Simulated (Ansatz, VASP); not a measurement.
## One calculation of RbBr, two programs

Contents of INCAR:

```
PREC = Accurate
ENCUT = 520
EDIFF = 1E-7
ISMEAR = 0
SIGMA = 0.05
LREAL = False
LASPH = True
NELM = 60
ALGO = Normal
ISIF = 2
LWAVE = False
LCHARG = True
GGA = CA
LELF = True
LVHAR = True
NBANDS = 15
```

Contents of KPOINTS:

```
Automatic mesh
0
Gamma
  6 6 6
```

File POSCAR:

```
RbBr
1.0
    0.0000000000      3.2904000000      3.4275000000
    3.2904000000      0.0000000000      3.4275000000
    3.2904000000      3.2904000000      0.0000000000
Rb Br
1 1
Direct
    0.0000000000      0.0000000000      0.0000000000
    0.5000000000      0.5000000000      0.5000000000
```

Input for Ansatz:

```yaml
crystal:
  lattice:
    - [0.0, 3.2904, 3.4275]
    - [3.2904, 0.0, 3.4275]
    - [3.2904, 3.2904, 0.0]
  atoms:
    - { symbol: Rb, position: [0.0, 0.0, 0.0] }
    - { symbol: Br, position: [0.5, 0.5, 0.5] }
basis:
  ecutwfc: 420
kpoints:
  mp_grid: { grid: [6, 6, 6] }
hamiltonian:
  xc: lda
scf:
  occupations: { method: gaussian, width: 0.05 }
output:
  forces: true
  stress: true
  eigenvalues: true
```

Change from the starting cell: strain -0.040 along x and y, +0.000 along z, atoms carried along.

Alike in both runs: task single point; functional LDA; k mesh 6 × 6 × 6; occupations gaussian, width 0.05 eV; no spin polarisation.

```csv
,VASP,Ansatz
version,VASP 6.6.1,Ansatz 0.2.0
potentials or method,"VASP PAW LDA potentials, release 64 (Rb_sv, Br), cutoff 520 eV","scalar-relativistic, plane waves, PAW"
valence electrons in the cell,16,16
```

|  | VASP | Ansatz | Ansatz less VASP |
| --- | --- | --- | --- |
| gap on the k mesh at the Fermi level (eV) | 4.13 | 4.12 | -0.009 |
| least direct gap on the mesh (eV) | 4.13 | 4.12 | -0.009 |
| pressure (GPa) | 0.1 | 0.1 | -0.06 |
| traceless stress, the component that is largest in VASP (GPa) | -1.06 | -1.04 | +0.022 |

LDA's correlation is that of Perdew and Zunger in VASP and of Perdew and Wang (1992) in Ansatz.
